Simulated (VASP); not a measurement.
Wanted: the native input for a VASP 6.6.1 run.

```
Task                   : single point
Functional             : LDA
Potentials or basis    : VASP PAW LDA potentials, release 64 (Mn_pv, I)
Cutoff                 : 520 eV
k mesh                 : 5 × 5 × 2
Occupations            : gaussian, width 0.05 eV
Spin                   : collinear spin
Starting moments       : [4.42, 4.42, -0.16, -0.16, -0.16, -0.16] μB
Fixed moment           : 7.5 μB
Hubbard terms          : Mn d U = 4.0 eV
Dipole correction      : no
Further INCAR settings : ALGO = Normal; EDIFF = 1e-06; NBANDS = 40
```

The structure of MnI2 lies in POSCAR:

```
MnI2
1.0
    4.1600013200      0.0000000000      0.0000000000
   -2.0800006600      3.6026668200      0.0000000000
    0.0000000000      0.0000000000     13.6399982000
Mn I
2 4
Direct
    0.0000000000      0.0000000000      0.0000000000
    0.0000000000      0.0000000000      0.5000000000
    0.3333333333      0.6666666667      0.1250000000
    0.6666666667      0.3333333333      0.3750000000
    0.3333333333      0.6666666667      0.6250000000
    0.6666666667      0.3333333333      0.8750000000
```

One way to write it, as run:

INCAR

```
SYSTEM = MnI2
  PREC = Accurate
  ENCUT = 520
  EDIFF = 1E-6
  ISMEAR = 0
  SIGMA = 0.05
  LREAL = .FALSE.
  LASPH = .TRUE.
  NELM = 150
  ALGO = Normal
  ISIF = 2
  LWAVE = .FALSE.
  LCHARG = .FALSE.
  ISPIN = 2
  MAGMOM = 4.42 4.42 -0.16 -0.16 -0.16 -0.16
  LORBIT = 11
  NUPDOWN = 7.5
  LMAXMIX = 4
  LDAU = .TRUE.
  LDAUTYPE = 2
  LDAUL = 2 -1
  LDAUU = 4 0
  LDAUJ = 0 0
  LDAUPRINT = 1
  NBANDS = 40
```

KPOINTS

```
Automatic mesh
0
G
  5 5 2
  0 0 0
```

Potentials or basis: VASP PAW LDA potentials, release 64 (Mn_pv, I).

Launch:

```bash
$ cat potpaw_LDA.64/Mn_pv/POTCAR potpaw_LDA.64/I/POTCAR > POTCAR
$ mpirun -np 1 vasp_std > vasp.out
```

Results of the run:

- Pressure: -5.4 GPa
- Largest force: 0.776 eV/Å
- Net moment: 7.50 μB per cell
- Site moments: Mn +3.98; I -0.13 μB
- Valence electrons inside the program's atomic spheres: Mn 11.35; I 4.26

Caveat: the cell stands under tension; the total moment is fixed, so each spin has its own Fermi level and the state may be an excited one.

It took 5.6 min on 1 thread of Intel Xeon 8259CL, on a shared host, peak memory 0.35 GiB.
